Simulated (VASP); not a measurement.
# GaCo (Pm-3m) in VASP: further runs

Runs on GaCo. Level: PBE. Tasks: single point.

Program: VASP 6.6.1. These are calculated values, not measurements. Logs are shortened: lines on timing, memory, paths and dates and some standing lists are left out, and cuts for length are marked.

## (1) The cell of the first run

Symmetry: Pm-3m, No. 221, cubic system. The conventional cell has a = 2.878 Å, b = 2.878 Å, c = 2.878 Å, α = 90.00°, β = 90.00°, γ = 90.00°. Within 3.3 Å of Ga (site symmetry m-3m) lie 8 Co at 2.49 Å and 6 Ga at 2.88 Å. Within 3.3 Å of Co (site symmetry m-3m) lie 8 Ga at 2.49 Å and 6 Co at 2.88 Å.

## (2) Single point, PBE, collinear spin, ferromagnetic start

INCAR

```
SYSTEM = GaCo
PREC = Accurate
ENCUT = 690
EDIFF = 1E-6
ISMEAR = -1
SIGMA = 0.05
LREAL = .FALSE.
LASPH = .TRUE.
NELM = 200
ALGO = Normal
ISIF = 2
LWAVE = .FALSE.
LCHARG = .FALSE.
ISPIN = 2
MAGMOM = 0 2.5
LORBIT = 11
NUPDOWN = 2.5
LMAXMIX = 4
GGA = PE
NBANDS = 26
GGA_COMPAT = .FALSE.
```

KPOINTS

```
Automatic mesh
0
G
  8 8 8
  0 0 0
```

POSCAR

```
GaCo
1.0
    2.8780000000      0.0000000000      0.0000000000
    0.0000000000      2.8780000000      0.0000000000
    0.0000000000      0.0000000000      2.8780000000
Ga Co
1 1
Direct
    0.5000000000      0.5000000000      0.5000000000
    0.0000000000      0.0000000000      0.0000000000
```

Potentials or basis: VASP PAW PBE potentials, release 64 (Ga_d, Co_sv).

On the command line:

```sh
> cat potpaw_PBE.64/Ga_d/POTCAR potpaw_PBE.64/Co_sv/POTCAR > POTCAR
> mpirun -np 1 vasp_std > vasp.out
```

OUTCAR:

```text
SYSTEM = GaCo
   PREC = Accurate
   ENCUT = 690
   EDIFF = 1E-6
   ISMEAR = -1
   LREAL = .FALSE.
   LASPH = .TRUE.
   NELM = 200
   ISIF = 2
   ISPIN = 2
   LORBIT = 11
   NUPDOWN = 2.5
   GGA = PE

 ion  position               nearest neighbor table
   1  0.500  0.500  0.500-   2 2.49   2 2.49   2 2.49   2 2.49   2 2.49   2 2.49   2 2.49   2 2.49

   2  0.000  0.000  0.000-   1 2.49   1 2.49   1 2.49   1 2.49   1 2.49   1 2.49   1 2.49   1 2.49

  LATTYP: Found a simple cubic cell.
 ALAT       =     2.8780000000

  Lattice vectors:

 A1 = (   2.8780000000,   0.0000000000,   0.0000000000)
 A2 = (   0.0000000000,   2.8780000000,   0.0000000000)
 A3 = (   0.0000000000,   0.0000000000,   2.8780000000)

Analysis of symmetry for initial positions (statically):
=====================================================================
 Subroutine PRICEL returns:
 Original cell was already a primitive cell.

 Routine SETGRP: Setting up the symmetry group for a
 simple cubic supercell.

 Subroutine GETGRP returns: Found 48 space group operations
 (whereof 48 operations were pure point group operations)
 out of a pool of 48 trial point group operations.

The static configuration has the point symmetry O_h .

Analysis of symmetry for dynamics (positions and initial velocities):
=====================================================================
 Subroutine PRICEL returns:
 Original cell was already a primitive cell.

 Routine SETGRP: Setting up the symmetry group for a
 simple cubic supercell.

 Subroutine GETGRP returns: Found 48 space group operations
 (whereof 48 operations were pure point group operations)
 out of a pool of 48 trial point group operations.

The dynamic configuration has the point symmetry O_h .

Analysis of structural, dynamic, and magnetic symmetry:
=====================================================================
 Subroutine PRICEL returns:
 Original cell was already a primitive cell.

 Routine SETGRP: Setting up the symmetry group for a
 simple cubic supercell.

 Subroutine GETGRP returns: Found 48 space group operations
 (whereof 48 operations were pure point group operations)
 out of a pool of 48 trial point group operations.

The overall configuration has the point symmetry O_h .

 Subroutine INISYM returns: Found 48 space group operations
 (whereof 48 operations are pure point group operations),
 and found     1 'primitive' translations

----------------------------------------------------------------------------------------

[... 115 lines left out ...]
  Thomas-Fermi vector in A             =   2.834868
   LORBIT       =     11    0 simple, 1 ext, 2 COOP (PROOUT), +10 PAW based schemes
   GGA     = PE    functional components
   LHFCALC =     F    Hartree Fock is set to
   AEXX    =    0.0000 exact exchange contribution
   IVDW    =     0    specifies the selected vdW correction
   LEPSILON=     F    determine dielectric tensor
   LRPA    =     F    only Hartree local field effects (RPA)
 spin polarized calculation
  energy-cutoff  :      690.00
  volume of cell :       23.84
 maximum number of plane-waves:       992
 NGX is ok and might be reduce to    28
   NGX = 13   NGY = 13   NGZ = 13

 number of electron      29.9999993 magnetization       2.4999998

 Free energy of the ion-electron system (eV)
  ---------------------------------------------------
  ext. energy  EPLUGINS =         0.00000000
  ---------------------------------------------------
  free energy    TOTEN  =        -8.91360272 eV

  energy without entropy =       -8.88851862  energy(sigma->0) =       -8.90106067

 E-fermi :   9.7309     XC(G=0): -13.4246

 val. band max:       12.8254695854   @ k =   0.2500   0.2500   0.2500
 cond. band min:       9.7315482403   @ k =   0.5000   0.2500   0.1250
 fundamental gap:     -3.0939213451
 Fermi energy:        12.8422097791

 spin component 1

 k-point     1 :       0.0000    0.0000    0.0000
  band No.  band energies     occupation
      1     -86.1716      1.00000
      2     -49.4232      1.00000
      3     -49.4232      1.00000
      4     -49.4232      1.00000
      5      -4.1333      1.00000
      6      -4.1333      1.00000
[... 685 lines left out ...]
     25      33.8698      0.00000
     26      37.6859      0.00000

 [... further k-points ...]

 spin component 2

 k-point     1 :       0.0000    0.0000    0.0000
  band No.  band energies     occupation
      1     -83.7847      1.00000
      2     -47.0952      1.00000
      3     -47.0952      1.00000
      4     -47.0952      1.00000
      5      -4.0580      1.00000
      6      -4.0580      1.00000
[... 685 lines left out ...]
     25      34.3018      0.00000
     26      38.1652      0.00000

 [... further k-points ...]

------------------------ aborting loop because EDIFF is reached ----------------------------------------

  FORCE on cell =-STRESS in cart. coord.  units (eV):
  Direction    XX          YY          ZZ          XY          YZ          ZX
  --------------------------------------------------------------------------------------
  -------------------------------------------------------------------------------------
  Total        4.0062614      4.0062614      4.0062614     -0.0000000     -0.0000000     -0.0000000
  in kB      269.2635093    269.2635093    269.2635093     -0.0000000     -0.0000000     -0.0000000
  external PRESSURE =     269.2635093 kB  Pullay stress =       0.0000000 kB

 VOLUME and BASIS-vectors are now :
 -----------------------------------------------------------------------------
  energy-cutoff  :      690.00
  volume of cell :       23.84
      direct lattice vectors                 reciprocal lattice vectors
     2.878000000  0.000000000  0.000000000     0.347463516  0.000000000  0.000000000
     0.000000000  2.878000000  0.000000000     0.000000000  0.347463516  0.000000000
     0.000000000  0.000000000  2.878000000     0.000000000  0.000000000  0.347463516

 POSITION                                       TOTAL-FORCE (eV/Angst)
 -----------------------------------------------------------------------------------
      1.43900      1.43900      1.43900         0.000000      0.000000      0.000000
      0.00000      0.00000      0.00000         0.000000      0.000000      0.000000
 -----------------------------------------------------------------------------------
    total drift:                               -0.000000      0.000000      0.000000

  FREE ENERGIE OF THE ION-ELECTRON SYSTEM (eV)
  ---------------------------------------------------
  free  energy   TOTEN  =        -8.9136027175 eV

  energy  without entropy=       -8.8885186188  energy(sigma->0) =       -8.90106067

 total charge

# of ion       s       p       d       tot
------------------------------------------
    1        0.931   0.935  10.038  11.905
    2        2.218   6.115   6.724  15.057
--------------------------------------------------
tot          3.150   7.051  16.762  26.962

 magnetization (x)

# of ion       s       p       d       tot
------------------------------------------
    1        0.105   0.097   0.034   0.236
    2        0.033   0.038   1.958   2.030
--------------------------------------------------
tot          0.138   0.135   1.992   2.265
```

stdout:

```text
POSCAR found type information on POSCAR GaCo
 POSCAR found :  2 types and       2 ions
 scaLAPACK will be used
 LDA part: xc-table for (Slater+PW92), standard interpolation
 POSCAR, INCAR and KPOINTS ok, starting setup
 FFT: planning ... GRIDC
 FFT: planning ... GRID_SOFT
 FFT: planning ... GRID
 WAVECAR not read
 entering main loop
```

It took 1.8 min on 1 thread of Intel Xeon Platinum 8259CL at 2.50GHz (Skylake/Cascade Lake), shared host; peak memory 0.2 GiB.

What came out:

- Free energy: -8.9136 eV
- Pressure: 26.9 GPa
- Net moment: 2.50 μB per cell
- Site moments: Ga +0.24; Co +2.03 μB
- Valence electrons inside the program's atomic spheres: Ga 11.90; Co 15.06

Caveat: the cell stands under pressure; the total moment is fixed, so each spin has its own Fermi level and the state may be an excited one.

## (3) Single point, PBE, collinear spin, ferromagnetic start

INCAR

```
ALGO = Normal
EDIFF = 1E-6
ENCUT = 690
GGA = PE
GGA_COMPAT = False
ISIF = 2
ISMEAR = -1
ISPIN = 2
LASPH = True
LCHARG = False
LMAXMIX = 4
LORBIT = 11
LREAL = False
LWAVE = False
MAGMOM = 0 3
NBANDS = 26
NELM = 200
NUPDOWN = 3.0
PREC = Accurate
SIGMA = 0.05
```

KPOINTS

```
k-points
0
Gamma
  8 8 8
```

POSCAR is that of step 2.

Potentials or basis: VASP PAW PBE potentials, release 64 (Ga_d, Co_sv).

On the command line:

```sh
> cat potpaw_PBE.64/Ga_d/POTCAR potpaw_PBE.64/Co_sv/POTCAR > POTCAR
> mpirun -np 1 vasp_std > vasp.out
```

OUTCAR:

```text
EDIFF = 1E-6
   ENCUT = 690
   GGA = PE
   ISIF = 2
   ISMEAR = -1
   ISPIN = 2
   LASPH = True
   LORBIT = 11
   LREAL = False
   NELM = 200
   NUPDOWN = 3.0
   PREC = Accurate

 ion  position               nearest neighbor table
   1  0.500  0.500  0.500-   2 2.49   2 2.49   2 2.49   2 2.49   2 2.49   2 2.49   2 2.49   2 2.49

   2  0.000  0.000  0.000-   1 2.49   1 2.49   1 2.49   1 2.49   1 2.49   1 2.49   1 2.49   1 2.49

  LATTYP: Found a simple cubic cell.
 ALAT       =     2.8780000000

  Lattice vectors:

 A1 = (   2.8780000000,   0.0000000000,   0.0000000000)
 A2 = (   0.0000000000,   2.8780000000,   0.0000000000)
 A3 = (   0.0000000000,   0.0000000000,   2.8780000000)

Analysis of symmetry for initial positions (statically):
=====================================================================
 Subroutine PRICEL returns:
 Original cell was already a primitive cell.

 Routine SETGRP: Setting up the symmetry group for a
 simple cubic supercell.

 Subroutine GETGRP returns: Found 48 space group operations
 (whereof 48 operations were pure point group operations)
 out of a pool of 48 trial point group operations.

The static configuration has the point symmetry O_h .

Analysis of symmetry for dynamics (positions and initial velocities):
=====================================================================
 Subroutine PRICEL returns:
 Original cell was already a primitive cell.

 Routine SETGRP: Setting up the symmetry group for a
 simple cubic supercell.

 Subroutine GETGRP returns: Found 48 space group operations
 (whereof 48 operations were pure point group operations)
 out of a pool of 48 trial point group operations.

The dynamic configuration has the point symmetry O_h .

Analysis of structural, dynamic, and magnetic symmetry:
=====================================================================
 Subroutine PRICEL returns:
 Original cell was already a primitive cell.

 Routine SETGRP: Setting up the symmetry group for a
 simple cubic supercell.
[... 147 lines left out ...]
  ext. energy  EPLUGINS =         0.00000000
  ---------------------------------------------------
  free energy    TOTEN  =        -8.01663798 eV

  energy without entropy =       -7.99385554  energy(sigma->0) =       -8.00524676

 E-fermi :   9.4646     XC(G=0): -13.4297

 val. band max:       13.6015614955   @ k =   0.2500   0.2500   0.2500
 cond. band min:       9.4806478463   @ k =   0.5000   0.5000   0.0000
 fundamental gap:     -4.1209136491
 Fermi energy:        13.6166532701

 spin component 1

 k-point     1 :       0.0000    0.0000    0.0000
  band No.  band energies     occupation
      1     -86.7256      1.00000
      2     -49.9625      1.00000
      3     -49.9625      1.00000
      4     -49.9625      1.00000
      5      -3.9619      1.00000
      6      -3.9619      1.00000
[... 685 lines left out ...]
     25      33.8063      0.00000
     26      37.4854      0.00000

 [... further k-points ...]

 spin component 2

 k-point     1 :       0.0000    0.0000    0.0000
  band No.  band energies     occupation
      1     -84.0498      1.00000
      2     -47.3510      1.00000
      3     -47.3510      1.00000
      4     -47.3510      1.00000
      5      -3.8475      1.00000
      6      -3.8475      1.00000
[... 685 lines left out ...]
     25      34.4301      0.00000
     26      38.3138      0.00000

 [... further k-points ...]

------------------------ aborting loop because EDIFF is reached ----------------------------------------

  FORCE on cell =-STRESS in cart. coord.  units (eV):
  Direction    XX          YY          ZZ          XY          YZ          ZX
  --------------------------------------------------------------------------------------
  -------------------------------------------------------------------------------------
  Total        5.4441600      5.4441600      5.4441600      0.0000000      0.0000000      0.0000000
  in kB      365.9056305    365.9056305    365.9056305      0.0000000      0.0000000      0.0000000
  external PRESSURE =     365.9056305 kB  Pullay stress =       0.0000000 kB

 VOLUME and BASIS-vectors are now :
 -----------------------------------------------------------------------------
  energy-cutoff  :      690.00
  volume of cell :       23.84
      direct lattice vectors                 reciprocal lattice vectors
     2.878000000  0.000000000  0.000000000     0.347463516  0.000000000  0.000000000
     0.000000000  2.878000000  0.000000000     0.000000000  0.347463516  0.000000000
     0.000000000  0.000000000  2.878000000     0.000000000  0.000000000  0.347463516

 POSITION                                       TOTAL-FORCE (eV/Angst)
 -----------------------------------------------------------------------------------
      1.43900      1.43900      1.43900         0.000000      0.000000      0.000000
      0.00000      0.00000      0.00000         0.000000      0.000000      0.000000
 -----------------------------------------------------------------------------------
    total drift:                               -0.000000      0.000000      0.000000

  FREE ENERGIE OF THE ION-ELECTRON SYSTEM (eV)
  ---------------------------------------------------
  free  energy   TOTEN  =        -8.0166379790 eV

  energy  without entropy=       -7.9938555405  energy(sigma->0) =       -8.00524676

 total charge

# of ion       s       p       d       tot
------------------------------------------
    1        0.965   0.939  10.041  11.945
    2        2.235   6.125   6.652  15.012
--------------------------------------------------
tot          3.201   7.063  16.693  26.957

 magnetization (x)

# of ion       s       p       d       tot
------------------------------------------
    1        0.155   0.152   0.056   0.363
    2        0.054   0.052   2.181   2.287
--------------------------------------------------
tot          0.209   0.204   2.237   2.650
```

OSZICAR:

```text
N       E                     dE             d eps       ncg     rms          rms(c)
DAV:   1     0.348285748763E+03    0.34829E+03   -0.16328E+04  4704   0.327E+03
DAV:   2     0.209036569401E+02   -0.32738E+03   -0.30896E+03  4670   0.690E+02
DAV:   3    -0.942268405982E+01   -0.30326E+02   -0.29962E+02  4962   0.186E+02
DAV:   4    -0.997601234507E+01   -0.55333E+00   -0.55282E+00  5270   0.249E+01
DAV:   5    -0.998912754245E+01   -0.13115E-01   -0.13114E-01  4712   0.347E+00    0.154E+01
DAV:   6    -0.991807524620E+01    0.71052E-01   -0.23386E+01  4436   0.929E+01    0.285E+01
DAV:   7    -0.802963402990E+01    0.18884E+01   -0.71027E+00  4458   0.520E+01    0.583E+00
DAV:   8    -0.802742326849E+01    0.22108E-02   -0.36656E-01  4972   0.890E+00    0.232E+00
DAV:   9    -0.801837828022E+01    0.90450E-02   -0.23936E-02  4922   0.196E+00    0.763E-01
DAV:  10    -0.801675218845E+01    0.16261E-02   -0.47849E-03  5144   0.765E-01    0.144E-01
DAV:  11    -0.801664554914E+01    0.10664E-03   -0.33977E-04  4722   0.355E-01    0.817E-02
DAV:  12    -0.801664055922E+01    0.49899E-05   -0.20791E-05  4844   0.488E-02    0.483E-02
DAV:  13    -0.801663849040E+01    0.20688E-05   -0.12605E-05  4822   0.436E-02    0.108E-02
DAV:  14    -0.801663797898E+01    0.51142E-06   -0.10717E-06  2554   0.199E-02
   1 F= -.80166380E+01 E0= -.80052468E+01  d E =-.227824E-01  mag=     3.0000
```

Run time: 47 s. Hardware: 1 thread of Intel Xeon Platinum 8488C (Sapphire Rapids), shared host; peak memory 0.2 GiB.

Results:

- Free energy: -8.0166 eV
- Pressure: 36.6 GPa
- Net moment: 3.00 μB per cell
- Site moments: Ga +0.36; Co +2.29 μB
- Valence electrons inside the program's atomic spheres: Ga 11.95; Co 15.01

Caveat: the cell stands under pressure; the total moment is fixed, so each spin has its own Fermi level and the state may be an excited one.
